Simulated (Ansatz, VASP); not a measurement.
## BN: VASP beside Ansatz

```xyz
2
Lattice="0.0000 1.8075 1.8075 1.8075 0.0000 1.8075 1.8075 1.8075 0.0000" Properties=species:S:1:pos:R:3 pbc="T T T"
B     0.0000    0.0000    0.0000
N     0.9038    0.9038    0.9038
```

Alike in both runs: task single point; functional PBE; k mesh 3 × 3 × 3; no spin polarisation.

|  | VASP | Ansatz |
| --- | --- | --- |
| version | VASP 6.6.1 | Ansatz 0.2.0 |
| potentials or method | VASP PAW PBE potentials, release 64 (B, N) | plane waves, PAW |
| plane-wave cutoff (eV) | 600 | 420 |
| occupations | gaussian, width 0.01 eV | fixed |
| valence electrons in the cell | 8 | 8 |

VASP gave:

```
gap on the k mesh at the Fermi level (eV) : 5.61
```

Estimate Ansatz's values.

gap on the k mesh at the Fermi level (eV): 5.62.

The k mesh is coarse, so the values compare programs but aren't converged.
